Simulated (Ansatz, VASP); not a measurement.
# SnGe5 in VASP and in Ansatz

The input INCAR:

```
SYSTEM = SnGe5
PREC = Accurate ; ENCUT = 600
EDIFF = 1E-7 ; ISMEAR = 0
SIGMA = 0.1 ; LREAL = .False.
LASPH = .True. ; NELM = 80
ALGO = Normal ; ISIF = 3
LWAVE = .False. ; LCHARG = .False.
GGA = PE ; IBRION = 2
NSW = 90 ; EDIFFG = -0.04
```

KPOINTS

```
regular mesh
0
Gamma
  3 3 4
  0 0 0
```

POSCAR

```
SnGe5
1.0
    6.2021464800      0.0000000000      0.0000000000
   -3.1010732400      5.3712164100      0.0000000000
    0.0000000000      0.0000000000      4.2129181900
Sn Ge
1 5
Direct
    0.0000000000      0.0000000000      0.0000000000
    0.5518106300      0.0000000000      0.0000000000
    0.0000000000      0.5518106300      0.0000000000
    0.4481893700      0.4481893700      0.0000000000
    0.3333333300      0.6666666700      0.0000000000
    0.6666666700      0.3333333300      0.0000000000
```

Input for Ansatz:

```yaml
crystal:
  lattice:
    - [6.20214648, 0.0, 0.0]
    - [-3.10107324, 5.37121641, 0.0]
    - [0.0, 0.0, 4.21291819]
  atoms:
    - { symbol: Sn, position: [0.0, 0.0, 0.0] }
    - { symbol: Ge, position: [0.55181063, 0.0, 0.0] }
    - { symbol: Ge, position: [0.0, 0.55181063, 0.0] }
    - { symbol: Ge, position: [0.44818937, 0.44818937, 0.0] }
    - { symbol: Ge, position: [0.33333333, 0.66666667, 0.0] }
    - { symbol: Ge, position: [0.66666667, 0.33333333, 0.0] }
basis:
  ecutwfc: 420
kpoints:
  mp_grid: { grid: [3, 3, 4] }
hamiltonian:
  xc: pbe
scf:
  occupations: { method: gaussian, width: 0.1 }
  lower_state_search: "off"
output:
  forces: true
  stress: true
  eigenvalues: true
relax:
  adjacent_minimum: "off"
  f_tol: 0.04
  max_steps: 70
  cell: { stress_tol: 0.4 }
```

Alike in both runs: task relaxation of cell and atoms; functional PBE; k mesh 3 × 3 × 4; occupations gaussian, width 0.1 eV; no spin polarisation.

```csv
,VASP,Ansatz
version,VASP 6.6.1,Ansatz 0.2.0
potentials or method,"VASP PAW PBE potentials, release 64 (Sn_d, Ge_d), cutoff 600 eV","scalar-relativistic, plane waves, PAW"
valence electrons in the cell,84,84
```

Ansatz gave:

* gap on the k mesh at the Fermi level, each at its own relaxed structure (eV): none
* relaxed volume (Å³/atom): 26.11
* relaxed length of the cell vector where the two differ most in proportion (Å): 3.058

Problem. Estimate VASP's values.

Solution. gap on the k mesh at the Fermi level, each at its own relaxed structure (eV): none; relaxed volume (Å³/atom): 26.12; relaxed length of the cell vector where the two differ most in proportion (Å): 3.077.

A gap of «none» marks a metal or a gap that the smearing closes.

The k mesh is coarse, so the values compare programs but aren't converged.
